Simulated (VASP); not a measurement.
# CaPbS6 (Fm-3m) in VASP: notebook

Runs on CaPbS6. Level: PBE. Tasks: single point.

Program: VASP 6.6.1. These are calculated values, not measurements. Logs are shortened: lines on timing, memory, paths and dates and some standing lists are left out, and cuts for length are marked.

## Step 1: The cell of the first run

It takes space group Fm-3m (No. 225, cubic). Conventional cell: a = 9.843 Å, b = 9.843 Å, c = 9.843 Å, α = 90.00°, β = 90.00°, γ = 90.00°. Within 3.2 Å of S (site symmetry 4mm) lie 1 Ca at 2.46 Å and 1 Pb at 2.46 Å. Within 3.2 Å of Ca (site symmetry m-3m) lie 6 S at 2.46 Å. Pb (site symmetry m-3m) has 6 S at 2.46 Å within 3.2 Å.

## Step 2: Single point, PBE

Contents of INCAR:

```
PREC = Accurate ; ENCUT = 520
EDIFF = 1E-7 ; ISMEAR = -1
SIGMA = 0.1 ; LREAL = F
LASPH = T ; NELM = 80
ALGO = Normal ; ISIF = 2
LWAVE = F ; LCHARG = F
GGA = PE ; NBANDS = 40
```

Contents of KPOINTS:

```
Automatic mesh
0
Gamma
  3 3 3
```

Contents of POSCAR:

```
CaPbS6
1.0
    0.0000000000      4.9213820000      4.9213820000
    4.9213820000      0.0000000000      4.9213820000
    4.9213820000      4.9213820000      0.0000000000
S Ca Pb
6 1 1
Direct
    0.7500000000      0.2500000000      0.2500000000
    0.2500000000      0.7500000000      0.2500000000
    0.2500000000      0.7500000000      0.7500000000
    0.7500000000      0.2500000000      0.7500000000
    0.2500000000      0.2500000000      0.7500000000
    0.7500000000      0.7500000000      0.2500000000
    0.5000000000      0.5000000000      0.5000000000
    0.0000000000      0.0000000000      0.0000000000
```

Potentials or basis: VASP PAW PBE potentials, release 64 (S, Ca_sv, Pb_d).

Started as:

```sh
cat potpaw_PBE.64/S/POTCAR potpaw_PBE.64/Ca_sv/POTCAR potpaw_PBE.64/Pb_d/POTCAR > POTCAR
mpirun -np 1 vasp_std > vasp.out
```

OUTCAR:

```text
PREC = Accurate
   ENCUT = 520
   EDIFF = 1E-7
   ISMEAR = -1
   LREAL = F
   LASPH = T
   NELM = 80
   ISIF = 2
   GGA = PE

 ion  position               nearest neighbor table
   1  0.750  0.250  0.250-   7 2.46   8 2.46
   2  0.250  0.750  0.250-   7 2.46   8 2.46
   3  0.250  0.750  0.750-   7 2.46   8 2.46
   4  0.750  0.250  0.750-   7 2.46   8 2.46
   5  0.250  0.250  0.750-   7 2.46   8 2.46
   6  0.750  0.750  0.250-   7 2.46   8 2.46
   7  0.500  0.500  0.500-   1 2.46   2 2.46   3 2.46   4 2.46   5 2.46   6 2.46
   8  0.000  0.000  0.000-   1 2.46   2 2.46   3 2.46   4 2.46   5 2.46   6 2.46

  LATTYP: Found a face centered cubic cell.
 ALAT       =     9.8427640000

  Lattice vectors:

 A1 = (   0.0000000000,   4.9213820000,   4.9213820000)
 A2 = (   4.9213820000,   0.0000000000,   4.9213820000)
 A3 = (   4.9213820000,   4.9213820000,   0.0000000000)

Analysis of symmetry for initial positions (statically):
[... 33 lines left out ...]
                                     Primitive cell

  volume of cell :     238.3918

  direct lattice vectors                    reciprocal lattice vectors
     0.000000000  4.921382000  4.921382000    -0.101597478  0.101597478  0.101597478
     4.921382000  0.000000000  4.921382000     0.101597478 -0.101597478  0.101597478
     4.921382000  4.921382000  0.000000000     0.101597478  0.101597478 -0.101597478

  length of vectors
     6.959885170  6.959885170  6.959885170     0.175971994  0.175971994  0.175971994

  position of ions in fractional coordinates (direct lattice)
     0.750000000  0.250000000  0.250000000
     0.250000000  0.750000000  0.250000000
     0.250000000  0.750000000  0.750000000
     0.750000000  0.250000000  0.750000000
     0.250000000  0.250000000  0.750000000
     0.750000000  0.750000000  0.250000000
     0.500000000  0.500000000  0.500000000
     0.000000000  0.000000000  0.000000000

  ion indices of the primitive-cell ions
   primitive index   ion index
                 1           1
                 2           2
                 3           3
                 4           4
                 5           5
                 6           6
                 7           7
                 8           8

----------------------------------------------------------------------------------------

 KPOINTS: Automatic mesh

Automatic generation of k-mesh.
 Grid dimensions read from file:
 generate k-points for:    3    3    3

 Generating k-lattice:

  Cartesian coordinates                     Fractional coordinates (reciprocal lattice)
    -0.033865826  0.033865826  0.033865826     0.333333333  0.000000000  0.000000000
     0.033865826 -0.033865826  0.033865826     0.000000000  0.333333333  0.000000000
     0.033865826  0.033865826 -0.033865826     0.000000000  0.000000000  0.333333333

  Length of vectors
     0.058657331  0.058657331  0.058657331

  Shift w.r.t. Gamma in fractional coordinates (k-lattice)
     0.000000000  0.000000000  0.000000000

 Subroutine IBZKPT returns following result:
 ===========================================

 Found      4 irreducible k-points:

 Following reciprocal coordinates:
            Coordinates               Weight
  0.000000  0.000000  0.000000      1.000000
  0.333333  0.000000  0.000000      8.000000
  0.333333  0.333333  0.000000      6.000000
 -0.333333  0.333333  0.000000     12.000000
   k-points           NKPTS =      4   k-points in BZ     NKDIM =      4   number of bands    NBANDS=     40
   number of dos      NEDOS =    301   number of ions     NIONS =      8
   total plane-waves  NPLWV = 157464
   dimension x,y,z NGX =    54 NGY =   54 NGZ =   54
   dimension x,y,z NGXF=   108 NGYF=  108 NGZF=  108
   ions per type =               6   1   1
   NGX,Y,Z   is equivalent  to a cutoff of  12.90, 12.90, 12.90 a.u.
   NGXF,Y,Z  is equivalent  to a cutoff of  25.80, 25.80, 25.80 a.u.
 SYSTEM =  unknown system
   PREC   = accura    normal or accurate (medium, high low for compatibility)
   ISTART =      0    job   : 0-new  1-cont  2-samecut
   ICHARG =      2    charge: 1-file 2-atom 10-const
   ISPIN  =      1    spin polarized calculation?
   LNONCOLLINEAR =      F non collinear calculations
   LSORBIT =      F    spin-orbit coupling
   LASPH  =      T    aspherical Exc in radial PAW
   ENCUT  =  520.0 eV  38.22 Ry    6.18 a.u.  12.94 12.94 12.94*2*pi/ulx,y,z
   NELM   =     80;   NELMIN=  2; NELMDL= -5     # of ELM steps
   EDIFF  = 0.1E-06   stopping-criterion for ELM
   LREAL  =      F    real-space projection
   EDIFFG = 0.1E-05   stopping-criterion for IOM
   NSW    =      0    number of steps for IOM
   IBRION =     -1    ionic relax: 0-MD 1-quasi-New 2-CG
   NFREE  =      0    steps in history (QN), initial steepest desc. (CG)
   ISIF   =      2    stress and relaxation
   ISYM   =      2    0-nonsym 1-usesym 2-fastsym
   POTIM  = 0.5000    time-step for ionic-motion
   TEBEG  =    0.0;   TEEND  =   0.0 temperature during run
   PSTRESS=    0.0 pullay stress
   NELECT =      60.0000    total number of electrons
   NUPDOWN=      -1.0000    fix difference up-down
   EMIN   =  10.00;   EMAX   =-10.00  energy-range for DOS
   EFERMI =   0.00;   METHOD = LEGACY
   ISMEAR =    -1;   SIGMA  =   0.10  broadening in eV -4-tet -1-fermi 0-gaus
   EFERMI_NEDOS =   21; number of points for ismear=-14 and -15
   IALGO  =     38    algorithm
   IMIX   =      4    mixing-type and parameters
     AMIX     =   0.40;   BMIX     =  1.00
     AMIX_MAG =   1.60;   BMIX_MAG =  1.00
  volume/ion in A,a.u.               =      29.80       201.09
  Fermi-wavevector in a.u.,A,eV,Ry     =   1.033621  1.953261 14.536101  1.068373
  Thomas-Fermi vector in A             =   2.167877
   LORBIT       =      0    0 simple, 1 ext, 2 COOP (PROOUT), +10 PAW based schemes
   GGA     = PE    functional components
   LHFCALC =     F    Hartree Fock is set to
   AEXX    =    0.0000 exact exchange contribution
   IVDW    =     0    specifies the selected vdW correction
   LEPSILON=     F    determine dielectric tensor
   LRPA    =     F    only Hartree local field effects (RPA)
 non-spin polarized calculation
  energy-cutoff  :      520.00
  volume of cell :      238.39
 maximum number of plane-waves:      6435
 NGX is ok and might be reduce to    54
   NGX = 25   NGY = 25   NGZ = 25

 number of electron      59.9999994 magnetization

 Free energy of the ion-electron system (eV)
  ---------------------------------------------------
  ext. energy  EPLUGINS =         0.00000000
  ---------------------------------------------------
  free energy    TOTEN  =       -24.25677609 eV

  energy without entropy =      -23.90120140  energy(sigma->0) =      -24.07898874

 E-fermi :   0.7807     XC(G=0):  -7.8793

 val. band max:        0.7203898920   @ k =   0.0000   0.0000   0.0000
 cond. band min:       0.7936338092   @ k =  -0.3333   0.3333   0.0000
 fundamental gap:      0.0732439172
 Fermi energy:         0.7807231501

 k-point     1 :       0.0000    0.0000    0.0000
  band No.  band energies     occupation
      1     -37.2052      2.00000
      2     -18.5659      2.00000
      3     -18.5659      2.00000
      4     -18.5659      2.00000
      5     -15.9767      2.00000
      6     -15.9767      2.00000
[... 32 lines left out ...]
     39       6.6937      0.00000
     40       7.1554      0.00000

 k-point     2 :       0.3333    0.0000    0.0000
  band No.  band energies     occupation
      1     -37.2052      2.00000
      2     -18.5675      2.00000
      3     -18.5665      2.00000
      4     -18.5665      2.00000
      5     -15.9736      2.00000
      6     -15.9736      2.00000
[... 32 lines left out ...]
     39       7.2117      0.00000
     40       7.2261      0.00000

 k-point     3 :       0.3333    0.3333    0.0000
  band No.  band energies     occupation
      1     -37.2052      2.00000
      2     -18.5671      2.00000
      3     -18.5662      2.00000
      4     -18.5662      2.00000
      5     -15.9768      2.00000
      6     -15.9764      2.00000
[... 32 lines left out ...]
     39       7.7784      0.00000
     40       7.8542      0.00000

 k-point     4 :      -0.3333    0.3333    0.0000
  band No.  band energies     occupation
      1     -37.2052      2.00000
      2     -18.5673      2.00000
      3     -18.5666      2.00000
      4     -18.5664      2.00000
      5     -15.9777      2.00000
      6     -15.9734      2.00000
[... 32 lines left out ...]
     39       7.5693      0.00000
     40       8.2551      0.00000

------------------------ aborting loop because EDIFF is reached ----------------------------------------

  FORCE on cell =-STRESS in cart. coord.  units (eV):
  Direction    XX          YY          ZZ          XY          YZ          ZX
  --------------------------------------------------------------------------------------
  -------------------------------------------------------------------------------------
  Total       13.0107789     13.0107789     13.0107789      0.0000000      0.0000000     -0.0000000
  in kB       87.4425175     87.4425175     87.4425175      0.0000000      0.0000000     -0.0000000
  external PRESSURE =      87.4425175 kB  Pullay stress =       0.0000000 kB

 VOLUME and BASIS-vectors are now :
 -----------------------------------------------------------------------------
  energy-cutoff  :      520.00
  volume of cell :      238.39
      direct lattice vectors                 reciprocal lattice vectors
     0.000000000  4.921382000  4.921382000    -0.101597478  0.101597478  0.101597478
     4.921382000  0.000000000  4.921382000     0.101597478 -0.101597478  0.101597478
     4.921382000  4.921382000  0.000000000     0.101597478  0.101597478 -0.101597478

 POSITION                                       TOTAL-FORCE (eV/Angst)
 -----------------------------------------------------------------------------------
      2.46069      4.92138      4.92138        -0.001497      0.000000      0.000000
      4.92138      2.46069      4.92138         0.000000     -0.001497      0.000000
      7.38207      4.92138      4.92138         0.001497      0.000000      0.000000
      4.92138      7.38207      4.92138         0.000000      0.001497      0.000000
      4.92138      4.92138      2.46069         0.000000      0.000000     -0.001497
      4.92138      4.92138      7.38207         0.000000      0.000000      0.001497
      4.92138      4.92138      4.92138         0.000000      0.000000      0.000000
      0.00000      0.00000      0.00000         0.000000      0.000000      0.000000
 -----------------------------------------------------------------------------------
    total drift:                               -0.000000      0.000000      0.000000

  FREE ENERGIE OF THE ION-ELECTRON SYSTEM (eV)
  ---------------------------------------------------
  free  energy   TOTEN  =       -24.2567760913 eV

  energy  without entropy=      -23.9012013975  energy(sigma->0) =      -24.07898874
```

Wall time 71 s (1 thread of Intel Xeon 6975P-C (Granite Rapids), shared host); peak memory 0.4 GiB.

What came out:

```
Free energy            : -24.2568 eV
Pressure               : 8.7 GPa
Band gap on the k mesh : zero (band 30 reaches 0.91 eV, above the bottom of band 31 at 0.69 eV)
```

Levels at points of the mesh, in eV from the Fermi level:
| k point | band 28 | band 29 | band 30 | band 31 | band 32 | band 33 |
| --- | --- | --- | --- | --- | --- | --- |
| (0.00, 0.00, 0.00) | -0.06 | -0.06 | -0.06 | 0.76 | 0.76 | 0.76 |

Caveat: the k points lie up to 0.37 Å⁻¹ apart; spin-orbit coupling is left out, which moves the levels of the heavy elements.

## Step 3: Single point, PBE

Contents of INCAR:

```
SYSTEM = CaPbS6
PREC     = Accurate       ! precision mode
ENCUT    = 520            ! plane-wave cutoff, eV
EDIFF    = 1E-6           ! SCF threshold, eV
ISMEAR   = -1             ! smearing method
SIGMA    = 0.1            ! smearing width, eV
LREAL    = .False.        ! projectors in reciprocal space
LASPH    = .True.         ! aspherical terms in the spheres
NELM     = 80             ! most SCF steps
ALGO     = Normal         ! electronic algorithm
ISIF     = 2              ! what is computed and relaxed
LWAVE    = .False.        ! write WAVECAR
LCHARG   = .False.        ! write CHGCAR
GGA      = PE             ! functional
NBANDS   = 40             ! bands
```

Contents of KPOINTS:

```
regular mesh
0
Gamma
  3 3 3
  0 0 0
```

POSCAR is that of step 2.

Potentials or basis: VASP PAW PBE potentials, release 64 (S, Ca_sv, Pb_d).

Started as:

```sh
cat potpaw_PBE.64/S/POTCAR potpaw_PBE.64/Ca_sv/POTCAR potpaw_PBE.64/Pb_d/POTCAR > POTCAR
mpirun -np 1 vasp_std > vasp.out
```

Wall time 60 s (1 thread of Intel Xeon 6975P-C (Granite Rapids), shared host); peak memory 0.4 GiB.

Results (log left out):

```
Free energy            : -24.2568 eV
Pressure               : 8.7 GPa
Band gap on the k mesh : zero (band 30 reaches 0.91 eV, above the bottom of band 31 at 0.69 eV)
```

Levels at points of the mesh, in eV from the Fermi level:
| k point | band 28 | band 29 | band 30 | band 31 | band 32 | band 33 |
| --- | --- | --- | --- | --- | --- | --- |
| (0.00, 0.00, 0.00) | -0.06 | -0.06 | -0.06 | 0.76 | 0.76 | 0.76 |

Caveat: the k points lie up to 0.37 Å⁻¹ apart; spin-orbit coupling is left out, which moves the levels of the heavy elements.
